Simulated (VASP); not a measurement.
Cu: single point with PBEsol-based screened hybrid with 25 % exact exchange

Crystal: Cu.

```
Cu
1.0
     0.00000    1.84295    1.84295
     1.84295    0.00000    1.84295
     1.84295    1.84295    0.00000
Cu
1
Direct
  0.00000 0.00000 0.00000
```

```yaml
Program: VASP 6.6.1
Task: single point
Functional: PBEsol-based screened hybrid with 25 % exact exchange
Potentials_or_basis: VASP PAW PBE potentials, release 64 (Cu_sv_GW)
Cutoff: 610 eV
k_mesh: 7 × 7 × 7
Occupations: fermi-dirac, width 0.05 eV
Spin: no spin polarisation
Dipole_correction: no
Grid_for_exact_exchange_PRECFOCK: Normal
Share_of_exact_exchange: 0.25
Further_INCAR_settings: ALGO = Normal; EDIFF = 1e-06; NBANDS = 16
Screening_parameter: 0.207 1/Å
```

```yaml
Pressure: -15.3 GPa
Band_gap_on_the_k_mesh: zero (an odd number of electrons rules out a gap without spin polarisation)
```

Levels at points of the mesh, in eV from the Fermi level:
```tsv
k point	band 8	band 9	band 10	band 11	band 12	band 13
(0.00, 0.00, 0.00)	-4.65	-3.90	-3.90	22.84	25.40	25.40
```

Wall time 38 min on 1 thread of Intel(R) Xeon(R) Platinum 8259CL CPU @ 2.50GHz (Skylake/Cascade Lake) (shared host), peak memory 0.25 GiB.

Caveat: the k points lie up to 0.42 Å⁻¹ apart, too coarse for converged energies and pressures of a metal; the PAW data sets were made with another functional, which shifts forces and pressure a little.
